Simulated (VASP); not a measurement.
Wanted: the native input for a VASP 6.6.1 run.

```yaml
Task: electric field gradients
Functional: LDA
Potentials_or_basis: VASP PAW LDA potentials, release 64 (La)
Cutoff: 520 eV
k_mesh: 11 × 11 × 6
Occupations: fermi-dirac, width 0.05 eV
Spin: no spin polarisation
Dipole_correction: no
Further_INCAR_settings: ALGO = Normal; EDIFF = 1e-08; NBANDS = 18
```

The structure of La lies in POSCAR:

```
La
1.0
    3.7993498420      0.0000000000      0.0000000000
   -1.8996749210      3.2903334810      0.0000000000
    0.0000000000      0.0000000000      6.1498775812
La
2
Direct
    0.3333333333      0.6666666667      0.2500000000
    0.6666666667      0.3333333333      0.7500000000
```

One way to write it, as run:

INCAR

```
SYSTEM = La
ALGO = Normal
EDIFF = 1E-8
ENCUT = 520
ISIF = 2
ISMEAR = -1
LASPH = .True.
LCHARG = .False.
LEFG = .True.
LREAL = .False.
LWAVE = .False.
NBANDS = 18
NELM = 80
PREC = Accurate
SIGMA = 0.05
```

KPOINTS

```
k-points
0
Gamma
  11 11 6
  0 0 0
```

Potentials or basis: VASP PAW LDA potentials, release 64 (La).

The run is started by

```console
$ cat potpaw_LDA.64/La/POTCAR > POTCAR
$ mpirun -np 1 vasp_std > vasp.out
```

Results of the run:

* Pressure: -3.8 GPa
* Band gap on the k mesh: zero (bands 11 and 12 overlap by 1.31 eV)
* Largest electric field gradient by atom: La +9.3 V/Å²

Caveat: the cell stands under tension; without QUAD_EFG the Cq values of the log hold for a quadrupole moment of 1 mb, not for the nuclei; spin-orbit coupling is left out, which moves the levels of the heavy elements.

Wall time 53 s on 1 thread of Intel(R) Xeon(R) Platinum 8488C (Sapphire Rapids) (shared host), peak memory 0.22 GiB.
